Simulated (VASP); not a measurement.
Wanted: the native input for a VASP 6.6.1 run.

```
Task                   : single point
Functional             : PBE
Potentials or basis    : VASP PAW PBE potentials, release 64 (Mn_pv)
Cutoff                 : 520 eV
k mesh                 : 27 × 27 × 27
Occupations            : fermi-dirac, width 0.0612256 eV
Spin                   : no spin polarisation
Dipole correction      : no
Further INCAR settings : ALGO = Normal; EDIFF = 1e-06; NBANDS = 12
```

The structure of Mn lies in POSCAR:

```
Mn
1.0
    0.0000000000      1.7518864012      1.7518864012
    1.7518864012      0.0000000000      1.7518864012
    1.7518864012      1.7518864012      0.0000000000
Mn
1
Direct
    0.0000000000      0.0000000000      0.0000000000
```

The input as run:

INCAR

```
SYSTEM = Mn
PREC = Accurate
ENCUT = 520
EDIFF = 1E-6
ISMEAR = -1
SIGMA = 0.06122561905347299
LREAL = .FALSE.
LASPH = .TRUE.
NELM = 60
ALGO = Normal
ISIF = 2
LWAVE = .FALSE.
LCHARG = .FALSE.
GGA = PE
NBANDS = 12
```

KPOINTS

```
Automatic mesh
0
G
  27 27 27
  0 0 0
```

Potentials or basis: VASP PAW PBE potentials, release 64 (Mn_pv).

Launch:

```console
$ cat potpaw_PBE.64/Mn_pv/POTCAR > POTCAR
$ mpirun -np 1 vasp_std > vasp.out
```

Results of the run:

```yaml
Pressure: -0.3 GPa
```

Caveat: the run has no spin polarisation, though such a crystal can be magnetic.

Wall time 55 s on 1 thread of Intel(R) Xeon(R) Platinum 8259CL CPU @ 2.50GHz (Skylake/Cascade Lake) (shared host), peak memory 0.18 GiB.
